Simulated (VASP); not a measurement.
**BeS: G0W0 quasiparticle levels with PBE**

BeS:

```
Be S
1.0
     0.00000    2.22461    2.22461
     2.22461    0.00000    2.22461
     2.22461    2.22461    0.00000
Be S
1 1
Direct
  0.00000 0.00000 0.00000
  0.50000 0.50000 0.50000
```

```
Program                         : VASP 6.6.1
Task                            : G0W0 quasiparticle levels
Functional                      : PBE
Potentials or basis             : VASP PAW PBE potentials, release 64 (Be_GW, S_GW)
Cutoff                          : 500 eV
k mesh                          : 6 × 6 × 6
Occupations                     : gaussian, width 0.01 eV
Spin                            : no spin polarisation
Dipole correction               : no
GW scheme                       : G0W0
GW iterations                   : 1
Cutoff of the response function : 150
Frequency points                : 96
Empty bands                     : 91
Further INCAR settings          : ALGO = EVGW0; EDIFF = 1e-08; NBANDS = 95
```

- Quasiparticle gap: 1.79 eV
- Least direct quasiparticle gap: 5.30 eV
- Band gap of the starting levels on the mesh: 1.02 eV
- Least direct gap of the starting levels on the mesh: 4.27 eV

Run time: 2.3 min on 1 thread of Intel(R) Xeon(R) 6975P-C (Granite Rapids) (shared host), peak memory 0.42 GiB.

Caveat: the k points lie up to 0.41 Å⁻¹ apart; bands, screening cutoff and mesh are small and nothing is extrapolated, so the quasiparticle values aren't converged; the structure was generated, so it needn't be the stable form of BeS.
